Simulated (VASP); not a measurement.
Here is a VASP 6.6.1 calculation.

File POSCAR:

```
Al
1.0
    2.7933018193      0.0000000000      0.0000000000
    0.0000000000      2.7933018193      0.0000000000
    0.0000000000      0.0000000000      2.7933018193
Al
1
Direct
    0.0000000000      0.0000000000      0.0000000000
```

INCAR.step1

```
PREC = Accurate
ENCUT = 520
EDIFF = 1E-5
ISMEAR = -1
SIGMA = 0.05
LREAL = F
LASPH = T
NELM = 80
ALGO = Normal
ISIF = 2
LWAVE = T
LCHARG = F
GGA = PE
NBANDS = 8
```

INCAR.step2

```
PREC = Accurate
ENCUT = 520
EDIFF = 1E-7
ISMEAR = -1
SIGMA = 0.05
LREAL = F
LASPH = T
NELM = 80
ALGO = Normal
ISIF = 2
LWAVE = F
LCHARG = F
GGA = PE
LHFCALC = T
AEXX = 1.0
ALDAC = 0.0
AGGAC = 0.0
PRECFOCK = Normal
ISTART = 1
NBANDS = 8
```

KPOINTS

```
regular mesh
0
Gamma
  5 5 5
```

Potentials or basis: VASP PAW PBE potentials, release 64 (Al).

Launch:

```sh
$ cat potpaw_PBE.64/Al/POTCAR > POTCAR
$ cp INCAR.step1 INCAR
$ mpirun -np 1 vasp_std > vasp.out
$ cp INCAR.step2 INCAR
$ mpirun -np 1 vasp_std > vasp.out
```

What does it give for the pressure?

6.1 GPa.

Caveat: the k points lie up to 0.45 Å⁻¹ apart; the PAW data sets were made with another functional, which shifts forces and pressure a little.
